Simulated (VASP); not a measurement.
Set up this calculation in VASP 6.6.1, as the native input.

* Task: single point
* Functional: PBE
* Potentials or basis: VASP PAW PBE potentials, release 64 (Co, O)
* Cutoff: 520 eV
* k mesh: 12 × 12 × 6
* Occupations: gaussian, width 0.02 eV
* Spin: collinear spin, antiferromagnetic start
* Starting moments: [-2.65, 2.65, 0.0, 0.0] μB
* Hubbard terms: Co d U = 3.32 eV
* Dipole correction: no
* Further INCAR settings: ALGO = Normal; EDIFF = 1e-07; NBANDS = 27

The structure of CoO lies in POSCAR:

```
CoO
1.0
    3.1913286624      0.0000000000      0.0000000000
   -1.5956643312      2.7637716935      0.0000000000
    0.0000000000      0.0000000000      5.1835243762
Co O
2 2
Direct
    0.0000000000      0.0000000000      0.0016984226
    0.3333333333      0.6666666667      0.5016984178
    0.0000000000      0.0000000000      0.3733020737
    0.3333333333      0.6666666667      0.8733020859
```

The input as run:

INCAR

```
PREC     = Accurate       # precision mode
ENCUT    = 520            # plane-wave cutoff, eV
EDIFF    = 1E-7           # SCF threshold, eV
ISMEAR   = 0              # smearing method
SIGMA    = 0.02           # smearing width, eV
LREAL    = False          # projectors in reciprocal space
LASPH    = True           # aspherical terms in the spheres
NELM     = 150            # most SCF steps
ALGO     = Normal         # electronic algorithm
ISIF     = 2              # what is computed and relaxed
LWAVE    = False          # write WAVECAR
LCHARG   = False          # write CHGCAR
ISPIN    = 2              # spin polarisation
MAGMOM   = -2.65 2.65 0 0 # initial moments
LORBIT   = 11             # projections on sites
LMAXMIX  = 4              # l up to which the mixer works
LDAU     = True           # DFT+U
LDAUTYPE = 2            
LDAUL    = 2 -1           # shell
LDAUU    = 3.32 0         # U, eV
LDAUJ    = 0 0          
LDAUPRINT= 1            
GGA      = PE             # functional
NBANDS   = 27             # bands
```

KPOINTS

```
regular mesh
0
Gamma
  12 12 6
```

Potentials or basis: VASP PAW PBE potentials, release 64 (Co, O).

The run is started by

```bash
$ cat potpaw_PBE.64/Co/POTCAR potpaw_PBE.64/O/POTCAR > POTCAR
$ mpirun -np 1 vasp_std > vasp.out
```

Results of the run:

The pressure is 9.7 GPa. The largest force is 0.017 eV/Å, the band gap on the k mesh is 1.21 eV (least direct gap 1.31 eV) and the net moment is 0.00 μB per cell. The site moments are Co -2.62, +2.62; O +0.09, -0.09 μB and the valence electrons inside the program's atomic spheres are Co 8.02; O 5.04.

Caveat: the cell stands under pressure.

It took 100 s on 1 thread of Intel(R) Xeon(R) Platinum 8488C (Sapphire Rapids), with other jobs on the host, peak memory 0.27 GiB.
